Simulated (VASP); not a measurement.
Crystal: Zn2SiN.

```
CELL_PARAMETERS angstrom
3.30950 0.00000 0.00000
-1.65475 2.86611 0.00000
0.00000 0.00000 5.40848
ATOMIC_POSITIONS crystal
Zn 0.33333 0.66667 0.24908
Zn 0.66667 0.33333 0.75092
Si 0.00000 0.00000 0.50000
N 0.00000 0.00000 0.00000
```

The cell was generated, and may not be a known phase.

- Program: VASP 6.6.1
- Task: relaxation of cell and atoms
- Functional: PBE
- Potentials or basis: VASP PAW PBE potentials, release 64 (Zn, Si, N)
- Cutoff: 600 eV
- k mesh: 6 × 6 × 4
- Occupations: gaussian, width 0.1 eV
- Spin: no spin polarisation

At the start: pressure 10.5 GPa; volume 12.83 Å³/atom.

**Question.** How do energy, volume and symmetry change on relaxing?

**Answer.** Over 20 steps the energy falls by 364.0 meV/atom and the volume is 13.42 Å³/atom (+4.6 %); space group P-3m1 (No. 164, to 0.1 Å) before and after.

Step by step:
```
step  energy change (eV)  largest force (eV/Å)  pressure (GPa)  volume (Å³)
   1              0.0000                3.6093           10.47        51.30
   2             -0.9384                1.4088           -5.68        57.75
   3             -0.9644                1.0724           -7.50        59.08
   4             -1.2248                0.2916           -0.76        54.71
   5             -1.2331                0.0882            1.05        53.86
   6             -1.3007                0.0623            0.89        53.81
   7             -1.3861                0.5607            1.77        53.37
   8             -1.3851                0.7334            2.63        53.16
   9             -1.4261                0.0068           -2.38        55.16
  10             -1.4271                0.1066           -1.75        54.89
  11             -1.4422                0.0408           -0.77        54.01
  12             -1.4467                0.1543            1.26        52.58
  13             -1.4496                0.1138            0.32        53.18
  14             -1.4497                0.1191            0.43        53.11
  15             -1.4524                0.1173            0.40        53.13
  16             -1.4533                0.1153            0.37        53.13
  17             -1.4529                0.1237            0.36        53.13
  18             -1.4536                0.1150            0.32        53.13
  19             -1.4556                0.0606           -0.04        53.49
  20             -1.4559                0.0347           -0.24        53.67
```

Final structure:
```
Zn Si N
1.0
     3.09315    0.00000    0.00000
    -1.54658    2.67875    0.00000
     0.00000    0.00000    6.47726
Zn Si N
2 1 1
Cartesian
  0.0000 1.7858 1.1320
  1.5466 0.8929 5.3452
  0.0000 0.0000 3.2386
  0.0000 0.0000 0.0000
```

Caveat: the k points lie up to 0.39 Å⁻¹ apart in the final cell, too coarse for converged energies and pressures of a metal; a cell axis changed by over 15 % at a fixed basis, so the end point is rough; an odd number of electrons without spin polarisation forces a metal; a magnetic or distorted state may lie lower.
